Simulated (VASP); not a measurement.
Input of a VASP 6.6.1 run:

The input POSCAR:

```
Fe
1.0
   -1.4619890197      1.4619890197      1.4619890197
    1.4619890197     -1.4619890197      1.4619890197
    1.4619890197      1.4619890197     -1.4619890197
Fe
1
Direct
    0.0000000000      0.0000000000      0.0000000000
```

File INCAR.step1:

```
PREC     = Accurate       # precision mode
ENCUT    = 520            # plane-wave cutoff, eV
EDIFF    = 1E-5           # SCF threshold, eV
ISMEAR   = -1             # smearing method
SIGMA    = 0.05           # smearing width, eV
LREAL    = F              # projectors in reciprocal space
LASPH    = T              # aspherical terms in the spheres
NELM     = 150            # most SCF steps
ALGO     = Normal         # electronic algorithm
ISIF     = 2              # what is computed and relaxed
LWAVE    = T              # write WAVECAR
LCHARG   = F              # write CHGCAR
ISPIN    = 2              # spin polarisation
MAGMOM   = 3              # initial moments
LORBIT   = 11             # projections on sites
LMAXMIX  = 4              # l up to which the mixer works
NBANDS   = 14             # bands
GGA      = PE             # functional
```

File INCAR.step2:

```
PREC     = Accurate       # precision mode
ENCUT    = 520            # plane-wave cutoff, eV
EDIFF    = 1E-7           # SCF threshold, eV
ISMEAR   = -1             # smearing method
SIGMA    = 0.05           # smearing width, eV
LREAL    = F              # projectors in reciprocal space
LASPH    = T              # aspherical terms in the spheres
NELM     = 150            # most SCF steps
ALGO     = Normal         # electronic algorithm
ISIF     = 2              # what is computed and relaxed
LWAVE    = F              # write WAVECAR
LCHARG   = F              # write CHGCAR
ISPIN    = 2              # spin polarisation
MAGMOM   = 3              # initial moments
LORBIT   = 11             # projections on sites
LMAXMIX  = 4              # l up to which the mixer works
GGA      = PE             # functional
LHFCALC  = T              # exact exchange
HFSCREEN = 0.2079         # screening, 1/A
PRECFOCK = Normal       
NBANDS   = 14             # bands
ISTART   = 1
```

KPOINTS

```
regular mesh
0
Gamma
  8 8 8
```

Potentials or basis: VASP PAW PBE potentials, release 64 (Fe).

Run with:

```sh
$ cat potpaw_PBE.64/Fe/POTCAR > POTCAR
$ cp INCAR.step1 INCAR
$ mpirun -np 1 vasp_std > vasp.out
$ cp INCAR.step2 INCAR
$ mpirun -np 1 vasp_std > vasp.out
```

Q: Estimate the site moments.

A: Fe +2.88 μB.

Q: Estimate the pressure.

A: -3.8 GPa.

Q: Predict the net moment.

A: 2.79 μB per cell.

Caveat: the k points lie up to 0.38 Å⁻¹ apart; the PAW data sets were made with another functional, which shifts forces and pressure a little.
